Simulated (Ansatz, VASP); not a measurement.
## One calculation of CuO, two programs

The input POSCAR:

```
CuO
1.0
    2.8795009639      0.0000000000      0.0000000000
    0.0390727580      2.8792794796      0.0000000000
    0.0174953863      0.0172449008      5.1763391994
Cu O
2 2
Direct
    0.5000000000      0.0000000000      0.5000000000
    0.0000000000      0.5000000000      0.0000000000
    0.0015760300      0.9983282200      0.2501129000
    0.9984239700      0.0016717800      0.7498871000
```

The input INCAR.step1:

```
  PREC = Accurate
  ENCUT = 520
  ISMEAR = 0
  SIGMA = 0.1
  LREAL = False
  LASPH = True
  NELM = 150
  ISPIN = 2
  MAGMOM = -0.61 0.61 0 0
  LMAXMIX = 4
  NBANDS = 29
  GGA = PE
  ALGO = Normal
  EDIFF = 1E-4
  LWAVE = True
  LCHARG = False
```

INCAR.step2

```
  PREC = Accurate
  ENCUT = 520
  EDIFF = 1E-7
  ISMEAR = 0
  SIGMA = 0.1
  LREAL = False
  LASPH = True
  NELM = 150
  ALGO = Normal
  ISIF = 2
  LWAVE = False
  LCHARG = False
  ISPIN = 2
  MAGMOM = -0.61 0.61 0 0
  LORBIT = 11
  LMAXMIX = 4
  METAGGA = R2SCAN
  LMIXTAU = True
  NBANDS = 29
  ISTART = 1
```

KPOINTS

```
Automatic mesh
0
Gamma
  1 1 1
```

Input for Ansatz:

```yaml
crystal:
  lattice:
    - [2.8795009639, 0.0, 0.0]
    - [0.039072758, 2.8792794796, 0.0]
    - [0.0174953863, 0.0172449008, 5.1763391994]
  atoms:
    - { symbol: Cu, position: [0.5, 0.0, 0.5], spin: -0.61 }
    - { symbol: Cu, position: [0.0, 0.5, 0.0], spin: 0.61 }
    - { symbol: O, position: [0.00157603, 0.99832822, 0.2501129] }
    - { symbol: O, position: [0.99842397, 0.00167178, 0.7498871] }
basis:
  ecutwfc: 500
kpoints:
  mp_grid: { grid: [1, 1, 1] }
hamiltonian:
  xc: r2scan
scf:
  occupations: { method: gaussian, width: 0.1 }
output:
  forces: true
  stress: true
  eigenvalues: true
  populations: true
magnetization:
  spin_polarized: true
```

Alike in both runs: task single point; functional r2SCAN; k mesh 1 × 1 × 1; occupations gaussian, width 0.1 eV; collinear spin.

|  | VASP | Ansatz |
| --- | --- | --- |
| version | VASP 6.6.1 | Ansatz 0.2.0 |
| potentials or method | VASP PAW PBE potentials, release 64 (Cu, O), cutoff 520 eV | scalar-relativistic, plane waves, PAW |
| valence electrons in the cell | 34 | 50 |

Ansatz gave:

| Quantity | Value |
| --- | --- |
| gap on the k mesh at the Fermi level (eV) | 1.61 |
| least direct gap on the mesh (eV) | 1.61 |
| pressure (GPa) | -2.7 |
| traceless stress, the component that is largest in VASP (GPa) | 17.73 |
| rms of the force components (eV/Å) | 0.011 |
| net moment per atom (μB) | 0.00 |
| size of the moment on the site where the two differ most (μB) | 0.43 |

Question: What did VASP give for the same quantities?

Answer: gap on the k mesh at the Fermi level (eV): 1.60; least direct gap on the mesh (eV): 1.60; pressure (GPa): -2.4; traceless stress, the component that is largest in VASP (GPa): 18.60; rms of the force components (eV/Å): 0.010; net moment per atom (μB): 0.00; size of the moment on the site where the two differ most (μB): 0.40.

VASP's potentials were made for PBE, not for r2SCAN. Site moments also hang on the region over which each program counts them. Atom by atom the forces differ by 0.001 eV/Å (rms over components). VASP's potentials hold 34 valence electrons a cell and Ansatz's 50, so a difference there can come from the potentials and not from the codes. Ansatz's warnings: stability check not made.

The k mesh is coarse, so the values compare programs but aren't converged.
